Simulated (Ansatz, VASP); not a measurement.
# NbP: VASP beside Ansatz

POSCAR

```
NbP
1.0
    3.3162886790      0.0000000000      0.0000000000
   -1.6581443395      2.8719902423      0.0000000000
    0.0000000000      0.0000000000      6.7163979592
Nb P
2 2
Direct
    0.0000000000      0.0000000000      0.0000000000
    0.0000000000      0.0000000000      0.5000000000
    0.3333333333      0.6666666667      0.2500000000
    0.6666666667      0.3333333333      0.7500000000
```

The input INCAR.step1:

```
SYSTEM = NbP
ALGO = Normal
EDIFF = 1E-5
ENCUT = 550
GGA = PE
GGA_COMPAT = .FALSE.
ISMEAR = 0
LASPH = .TRUE.
LCHARG = .FALSE.
LREAL = .FALSE.
LWAVE = .TRUE.
NBANDS = 26
NELM = 120
PREC = Accurate
SIGMA = 0.05
```

Contents of INCAR.step2:

```
SYSTEM = NbP
ALGO = Normal
EDIFF = 1E-6
ENCUT = 550
GGA_COMPAT = .FALSE.
ISIF = 2
ISMEAR = 0
ISTART = 1
LASPH = .TRUE.
LCHARG = .TRUE.
LELF = .TRUE.
LMIXTAU = .TRUE.
LREAL = .FALSE.
LVHAR = .TRUE.
LWAVE = .FALSE.
METAGGA = R2SCAN
NBANDS = 26
NELM = 120
PREC = Accurate
SIGMA = 0.05
```

The input KPOINTS:

```
k-points
0
G
  10 10 8
  0 0 0
```

Input for Ansatz:

```yaml
crystal:
  lattice:
    - [3.316288679, 0.0, 0.0]
    - [-1.6581443395, 2.8719902423, 0.0]
    - [0.0, 0.0, 6.7163979592]
  atoms:
    - { symbol: Nb, position: [0.0, 0.0, 0.0] }
    - { symbol: Nb, position: [0.0, 0.0, 0.5] }
    - { symbol: P, position: [0.3333333333, 0.6666666667, 0.25] }
    - { symbol: P, position: [0.6666666667, 0.3333333333, 0.75] }
basis:
  ecutwfc: 500
  ecutrho_ratio: 4
kpoints:
  mp_grid: { grid: [10, 10, 8] }
hamiltonian:
  xc: r2scan
scf:
  occupations: { method: gaussian, width: 0.05 }
output:
  forces: true
  stress: true
  eigenvalues: true
  populations: true
  write_density: true
  write_potential: true
  elf: true
  volumetric_format: npy
```

Alike in both runs: task single point; functional r2SCAN; k mesh 10 × 10 × 8; occupations gaussian, width 0.05 eV; no spin polarisation.

```csv
,VASP,Ansatz
version,VASP 6.6.1,Ansatz 0.2.0
potentials or method,"VASP PAW PBE potentials, release 64 (Nb_sv, P), cutoff 550 eV","scalar-relativistic, plane waves, PAW"
valence electrons in the cell,36,36
```

VASP gave:

```
gap on the k mesh at the Fermi level (eV)                     : none
pressure (GPa)                                                : -1.0
traceless stress, the component that is largest in VASP (GPa) : -1.35
```

Question: What did Ansatz give for the same quantities?

Answer: gap on the k mesh at the Fermi level (eV): none; pressure (GPa): -0.6; traceless stress, the component that is largest in VASP (GPa): -1.28.

VASP's potentials were made for PBE, not for r2SCAN. A gap of «none» marks a metal or a gap that the smearing closes.
